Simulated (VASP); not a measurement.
A run of VASP 6.6.1:

Contents of INCAR:

```
PREC = Accurate ; ENCUT = 520
EDIFF = 1E-6 ; ISMEAR = 0
SIGMA = 0.1 ; LREAL = False
LASPH = True ; NELM = 100
ALGO = Normal ; ISIF = 2
LWAVE = False ; LCHARG = True
GGA = PE ; LELF = True
LVHAR = True ; NBANDS = 22
```

Contents of KPOINTS:

```
regular mesh
0
Gamma
  6 6 6
```

File POSCAR:

```
K2Li3
1.0
    6.2934050348      0.0000000000      0.0000000000
    0.0000000000      6.2934050348      0.0000000000
    0.0000000000      0.0000000000      6.2934050348
K Li
2 3
Direct
    0.0000000000      0.0000000000      0.0000000000
    0.5000000000      0.5000000000      0.5000000000
    0.5000000000      0.0000000000      0.0000000000
    0.0000000000      0.5000000000      0.0000000000
    0.0000000000      0.0000000000      0.5000000000
```

Potentials or basis: VASP PAW PBE potentials, release 64 (K_sv, Li_sv).

Run with:

```console
$ cat potpaw_PBE.64/K_sv/POTCAR potpaw_PBE.64/Li_sv/POTCAR > POTCAR
$ mpirun -np 1 vasp_std > vasp.out
```

Hardware: 1 thread of Intel(R) Xeon(R) Platinum 8259CL CPU @ 2.50GHz (Skylake/Cascade Lake), on a shared host.

Problem. Estimate the wall time of this run.

Solution. It took 74 s on 1 thread of Intel(R) Xeon(R) Platinum 8259CL CPU @ 2.50GHz (Skylake/Cascade Lake), on a shared host, peak memory 0.33 GiB. Counts: scf iterations 12, k points 20.
